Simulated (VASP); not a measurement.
A run of VASP 6.6.1 is set up as follows.

File INCAR:

```
ALGO     = Normal         # electronic algorithm
EDIFF    = 1E-6           # SCF threshold, eV
ENCUT    = 520            # plane-wave cutoff, eV
GGA      = PE             # functional
ISIF     = 2              # what is computed and relaxed
ISMEAR   = 0              # smearing method
LASPH    = True           # aspherical terms in the spheres
LCHARG   = False          # write CHGCAR
LREAL    = False          # projectors in reciprocal space
LWAVE    = False          # write WAVECAR
NBANDS   = 28             # bands
NELM     = 80             # most SCF steps
PREC     = Accurate       # precision mode
SIGMA    = 0.05           # smearing width, eV
```

The input KPOINTS:

```
k-points
0
Gamma
  8 8 8
```

File POSCAR:

```
SrTiO3
1.0
    3.9859165616     -0.4265371966     -0.4265371966
   -0.4265371966      3.9859165616     -0.4265371966
   -0.4265371966     -0.4265371966      3.9859165616
Sr Ti O
1 1 3
Direct
    0.0000000000      0.0000000000      0.0000000000
    0.5000000000      0.5000000000      0.5000000000
    0.0000000000      0.5000000000      0.5000000000
    0.5000000000      0.0000000000      0.5000000000
    0.5000000000      0.5000000000      0.0000000000
```

Potentials or basis: VASP PAW PBE potentials, release 64 (Sr_sv, Ti_sv, O).

Run with:

```console
$ cat potpaw_PBE.64/Sr_sv/POTCAR potpaw_PBE.64/Ti_sv/POTCAR potpaw_PBE.64/O/POTCAR > POTCAR
$ mpirun -np 1 vasp_std > vasp.out
```

(1) Estimate the band gap on the k mesh.

(2) Estimate the pressure.

Results:

(1) zero (band 20 reaches 4.68 eV, above the bottom of band 21 at 4.49 eV).

(2) 5.5 GPa.

Caveat: semilocal functionals often make such compounds metallic where correlation or magnetic order opens a gap, which also shifts bond lengths.
